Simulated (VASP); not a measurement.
# C19O in VASP: single point with LDA

Aim: the single point of C19O with LDA.

Program: VASP 6.6.1. These are calculated values, not measurements. Logs are shortened: lines on timing, memory, paths and dates and some standing lists are left out, and cuts for length are marked.

## (1) The cell of the first run

The cell holds a slab with vacuum, 20 atoms: a = 7.398 Å, b = 7.398 Å, c = 12.000 Å, α = 90.00°, β = 90.00°, γ = 120.00°.

## (2) Single point, LDA

INCAR reads:

```
SYSTEM = C19O
  ALGO = Normal
  EDIFF = 1E-6
  ENCUT = 1000
  GGA = CA
  GGA_COMPAT = .FALSE.
  ISIF = 2
  ISMEAR = 0
  LASPH = .TRUE.
  LCHARG = .TRUE.
  LELF = .TRUE.
  LREAL = Auto
  LVHAR = .TRUE.
  LWAVE = .FALSE.
  NBANDS = 57
  NELM = 120
  NELMDL = -8
  PREC = Accurate
  SIGMA = 0.05
```

KPOINTS reads:

```
k-points
0
G
  2 2 1
  0 0 0
```

POSCAR reads:

```
C19O
1.0
    7.3980000000      0.0000000000      0.0000000000
   -3.6990000000      6.4068560000      0.0000000000
    0.0000000000      0.0000000000     12.0000000000
C O
19 1
Direct
    0.0090187081      0.0056135178      0.0708823333
    0.2299886545      0.1161568170      0.0706825833
    0.0091686782      0.3369437365      0.0709555833
    0.2298759388      0.4473309530      0.0708990000
    0.0070661289      0.6701906520      0.0707169167
    0.2320026197      0.7827275968      0.0704010833
    0.3424589170      0.0036504644      0.0702866667
    0.5632274458      0.1140634345      0.0706040000
    0.3404045224      0.3369039354      0.0708628333
    0.5653839133      0.4493528495      0.0709215000
    0.3423588461      0.6723205579      0.0707420000
    0.5633546775      0.7828204661      0.0709320000
    0.6737191051      0.0035755447      0.0708647500
    0.8986764507      0.1160333555      0.0710056667
    0.6757587303      0.3389862360      0.0708816667
    0.8966809588      0.4494386950      0.0709304167
    0.6758560888      0.6702917937      0.0709769167
    0.8965666203      0.7806390529      0.0708440000
    0.4906726490      0.9715667092      0.3190695833
    0.3283910181      0.8366014469      0.3337278333
```

Potentials or basis: VASP PAW LDA potentials, release 64 (C_h, O_h).

The run is started by

```
cat potpaw_LDA.64/C_h/POTCAR potpaw_LDA.64/O_h/POTCAR > POTCAR
mpirun -np 1 vasp_std > vasp.out
```

OUTCAR:

```text
SYSTEM = C19O
   EDIFF = 1E-6
   ENCUT = 1000
   GGA = CA
   ISIF = 2
   ISMEAR = 0
   LASPH = .TRUE.
   LREAL = Auto
   NELM = 120
   NELMDL = -8
   PREC = Accurate

 ion  position               nearest neighbor table
   1  0.009  0.006  0.071-  14 1.41   2 1.42  18 1.44
   2  0.230  0.116  0.071-   9 1.41   1 1.42   7 1.44
   3  0.009  0.337  0.071-   4 1.41  14 1.42  16 1.44
   4  0.230  0.447  0.071-   3 1.41   9 1.42  11 1.44
   5  0.007  0.670  0.071-  16 1.41  18 1.42   6 1.44
   6  0.232  0.783  0.070-  11 1.41   7 1.42   5 1.44
[... 10 lines left out ...]
  17  0.676  0.670  0.071-  18 1.41  10 1.42  12 1.44
  18  0.897  0.781  0.071-  17 1.41   5 1.42   1 1.44
  19  0.491  0.972  0.319-  20 1.13
  20  0.328  0.837  0.334-  19 1.13

  LATTYP: Found a hexagonal cell.
 ALAT       =     7.3980000000
 C/A-ratio  =     1.6220600162

  Lattice vectors:

 A1 = (   7.3980000000,   0.0000000000,   0.0000000000)
 A2 = (  -3.6990000000,   6.4068560000,   0.0000000000)
 A3 = (   0.0000000000,   0.0000000000,  12.0000000000)

Analysis of symmetry for initial positions (statically):
=====================================================================
 Subroutine PRICEL returns:
 Original cell was already a primitive cell.

 Routine SETGRP: Setting up the symmetry group for a
 hexagonal supercell.

 Subroutine GETGRP returns: Found  1 space group operations
 (whereof  1 operations were pure point group operations)
 out of a pool of 24 trial point group operations.

The static configuration has the point symmetry C_1 .

Analysis of symmetry for dynamics (positions and initial velocities):
=====================================================================
 Subroutine PRICEL returns:
 Original cell was already a primitive cell.

 Routine SETGRP: Setting up the symmetry group for a
 hexagonal supercell.

 Subroutine GETGRP returns: Found  1 space group operations
 (whereof  1 operations were pure point group operations)
 out of a pool of 24 trial point group operations.

The dynamic configuration has the point symmetry C_1 .

 Subroutine INISYM returns: Found  1 space group operations
 (whereof  1 operations are pure point group operations),
 and found     1 'primitive' translations

----------------------------------------------------------------------------------------
[... 111 lines left out ...]
   NSW    =      0    number of steps for IOM
   IBRION =     -1    ionic relax: 0-MD 1-quasi-New 2-CG
   NFREE  =      0    steps in history (QN), initial steepest desc. (CG)
   ISIF   =      2    stress and relaxation
   ISYM   =      2    0-nonsym 1-usesym 2-fastsym
   POTIM  = 0.5000    time-step for ionic-motion
   TEBEG  =    0.0;   TEEND  =   0.0 temperature during run
   PSTRESS=    0.0 pullay stress
   NELECT =      82.0000    total number of electrons
   NUPDOWN=      -1.0000    fix difference up-down
   EMIN   =  10.00;   EMAX   =-10.00  energy-range for DOS
   EFERMI =   0.00;   METHOD = LEGACY
   ISMEAR =     0;   SIGMA  =   0.05  broadening in eV -4-tet -1-fermi 0-gaus
   EFERMI_NEDOS =   21; number of points for ismear=-14 and -15
   IALGO  =     38    algorithm
   IMIX   =      4    mixing-type and parameters
     AMIX     =   0.40;   BMIX     =  1.00
     AMIX_MAG =   1.60;   BMIX_MAG =  1.00
  volume/ion in A,a.u.               =      28.44       191.91
  Fermi-wavevector in a.u.,A,eV,Ry     =   0.858419  1.622176 10.025902  0.736883
  Thomas-Fermi vector in A             =   1.975621
   LORBIT       =      0    0 simple, 1 ext, 2 COOP (PROOUT), +10 PAW based schemes
   GGA     = CA    functional components
   LHFCALC =     F    Hartree Fock is set to
   AEXX    =    0.0000 exact exchange contribution
   IVDW    =     0    specifies the selected vdW correction
   LEPSILON=     F    determine dielectric tensor
   LRPA    =     F    only Hartree local field effects (RPA)
 non-spin polarized calculation
 Gauss-broadening in eV      SIGMA  =   0.05
  energy-cutoff  :     1000.00
  volume of cell :      568.78
 maximum number of plane-waves:     40810
 NGX is ok and might be reduce to    80
   NGX = 39   NGY = 39   NGZ = 61

 number of electron      82.0000001 magnetization

 Free energy of the ion-electron system (eV)
  ---------------------------------------------------
  ext. energy  EPLUGINS =         0.00000000
  ---------------------------------------------------
  free energy    TOTEN  =      -197.08813031 eV

  energy without entropy =     -197.08792173  energy(sigma->0) =     -197.08802602

 E-fermi :  -1.5331     XC(G=0):  -4.2932

 val. band max:       -1.6422204845   @ k =   0.0000   0.0000   0.0000
 cond. band min:      -1.4242724719   @ k =   0.0000   0.0000   0.0000
 fundamental gap:      0.2179480126
 Fermi energy:        -1.5331301042

 k-point     1 :       0.0000    0.0000    0.0000
  band No.  band energies     occupation
      1     -26.1520      2.00000
      2     -20.8234      2.00000
      3     -18.3504      2.00000
      4     -18.3367      2.00000
      5     -18.2157      2.00000
      6     -18.2122      2.00000
[... 213 lines left out ...]
     52       4.1907      0.00000
     53       4.2429      0.00000
 [bands above 53 left out]

------------------------ aborting loop because EDIFF is reached ----------------------------------------

  FORCE on cell =-STRESS in cart. coord.  units (eV):
  Direction    XX          YY          ZZ          XY          YZ          ZX
  --------------------------------------------------------------------------------------
  -------------------------------------------------------------------------------------
  Total       -9.2375593     -9.2109428     -0.1130110      0.0770241     -0.0062364      0.0475345
  in kB      -26.0211979    -25.9462221     -0.3183397      0.2169686     -0.0175673      0.1338995
  external PRESSURE =     -17.4285866 kB  Pullay stress =       0.0000000 kB

 VOLUME and BASIS-vectors are now :
 -----------------------------------------------------------------------------
  energy-cutoff  :     1000.00
  volume of cell :      568.78
      direct lattice vectors                 reciprocal lattice vectors
     7.398000000  0.000000000  0.000000000     0.135171668  0.078041398  0.000000000
    -3.699000000  6.406856000  0.000000000     0.000000000  0.156082796  0.000000000
     0.000000000  0.000000000 12.000000000     0.000000000  0.000000000  0.083333333

 POSITION                                       TOTAL-FORCE (eV/Angst)
 -----------------------------------------------------------------------------------
      0.04596      0.03597      0.85059        -0.023824      0.005287      0.000106
      1.27179      0.74420      0.84819         0.014080      0.009961      0.000322
     -1.17852      2.15875      0.85147        -0.002030      0.020514      0.003026
      0.04595      2.86599      0.85079        -0.012992      0.005157      0.001952
     -2.42676      4.29381      0.84860         0.002764     -0.018059      0.002287
     -1.17895      5.01482      0.84481         0.006734     -0.027514      0.001429
[... 12 lines left out ...]
      0.03617      6.22469      3.82883         0.125602      0.149989     -0.028387
     -0.66515      5.35998      4.00473        -0.103116     -0.143688      0.021548
 -----------------------------------------------------------------------------------
    total drift:                                0.001611     -0.004012      0.002764

  FREE ENERGIE OF THE ION-ELECTRON SYSTEM (eV)
  ---------------------------------------------------
  free  energy   TOTEN  =      -197.0881303149 eV

  energy  without entropy=     -197.0879217257  energy(sigma->0) =     -197.08802602
```

OSZICAR:

```text
N       E                     dE             d eps       ncg     rms          rms(c)
DAV:   1     0.866066238048E+03    0.86607E+03   -0.45560E+04   456   0.191E+03
DAV:   2    -0.518283434198E+01   -0.87125E+03   -0.82108E+03   694   0.328E+02
DAV:   3    -0.200979281344E+03   -0.19580E+03   -0.19450E+03   560   0.161E+02
[... 17 lines left out ...]
DAV:  21    -0.197088096072E+03   -0.79935E-04   -0.64097E-06   472   0.689E-03    0.161E-03
DAV:  22    -0.197088123549E+03   -0.27477E-04   -0.20132E-06   422   0.353E-03    0.105E-03
DAV:  23    -0.197088128841E+03   -0.52924E-05   -0.35469E-07   352   0.166E-03    0.429E-04
DAV:  24    -0.197088130036E+03   -0.11943E-05   -0.16690E-07   360   0.103E-03    0.202E-04
DAV:  25    -0.197088130315E+03   -0.27929E-06   -0.20838E-08   320   0.550E-04
   1 F= -.19708813E+03 E0= -.19708803E+03  d E =-.208589E-03
```

Wall time 16 min (1 thread of Intel Xeon Platinum 8259CL at 2.50GHz (Skylake/Cascade Lake), shared host); peak memory 1 GiB.

What came out:

```
Free energy            : -197.0881 eV
Largest force          : 0.198 eV/Å
Band gap on the k mesh : 0.22 eV
```

Forces in eV/Å, atoms in the order of the input:
```
C   -0.024  0.005  0.000
C    0.014  0.010  0.000
C   -0.002  0.021  0.003
C   -0.013  0.005  0.002
C    0.003 -0.018  0.002
C    0.007 -0.028  0.001
C    0.011  0.028 -0.004
C   -0.023 -0.003 -0.001
C    0.004 -0.018  0.001
C    0.005 -0.015  0.000
C   -0.021 -0.003  0.002
C    0.012  0.014 -0.001
C    0.021 -0.016  0.000
C    0.002 -0.026 -0.002
C   -0.023 -0.003 -0.003
C    0.016  0.017  0.000
C    0.005  0.019  0.002
C   -0.018  0.004  0.002
C    0.126  0.150 -0.028
O   -0.103 -0.144  0.022
```

Levels at points of the mesh, in eV from the valence-band top:
```
           k point  band 37  band 38  band 39  band 40  band 41  band 42  band 43  band 44  band 45  band 46
(0.00, 0.00, 0.00)    -4.04    -2.92    -2.91     0.00     0.00     0.22     0.22     2.53     2.59     3.63
(0.50, 0.00, 0.00)    -2.57    -2.56    -2.52    -2.51    -2.24     1.70     2.42     2.50     2.58     2.64
(0.00, 0.50, 0.00)    -2.57    -2.55    -2.52    -2.51    -2.24     1.71     2.38     2.47     2.58     2.64
(0.50, 0.50, 0.00)    -2.58    -2.55    -2.51    -2.51    -2.24     1.73     2.38     2.42     2.60     2.64
```

Caveat: the k points lie up to 0.49 Å⁻¹ apart; there is no dipole correction, which matters where the two faces differ.
